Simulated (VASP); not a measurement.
Input of a VASP 6.6.1 run:

The input INCAR:

```
SYSTEM = InSb
ALGO = Normal
EDIFF = 1E-6
ENCUT = 520
GGA = PS
ISIF = 2
ISMEAR = 0
LASPH = .True.
LCHARG = .True.
LELF = .True.
LREAL = .False.
LVHAR = .True.
LWAVE = .False.
NBANDS = 16
NELM = 60
PREC = Accurate
SIGMA = 0.15
```

Contents of KPOINTS:

```
k-points
0
Gamma
  16 16 16
  0 0 0
```

POSCAR

```
InSb
1.0
    0.0000000000      3.5207233848      3.2599290600
    3.5207233848      0.0000000000      3.2599290600
    3.5207233848      3.5207233848      0.0000000000
In Sb
1 1
Direct
    0.0000000000      0.0000000000      0.0000000000
    0.7500000000      0.7500000000      0.7500000000
```

Potentials or basis: VASP PAW PBE potentials, release 64 (In_d, Sb).

Command:

```console
$ cat potpaw_PBE.64/In_d/POTCAR potpaw_PBE.64/Sb/POTCAR > POTCAR
$ mpirun -np 1 vasp_std > vasp.out
```

(1) Estimate the pressure.

(2) Predict the band gap on the k mesh.

## Answers

(1) -4.5 GPa.

(2) 0.11 eV, indirect (least direct gap 0.23 eV).

Caveat: the cell differs from its parent crystal (strain +0.080 along x and y, +0.000 along z); the PAW data sets were made with another functional, which shifts forces and pressure a little; spin-orbit coupling is left out, which moves the levels of the heavy elements.
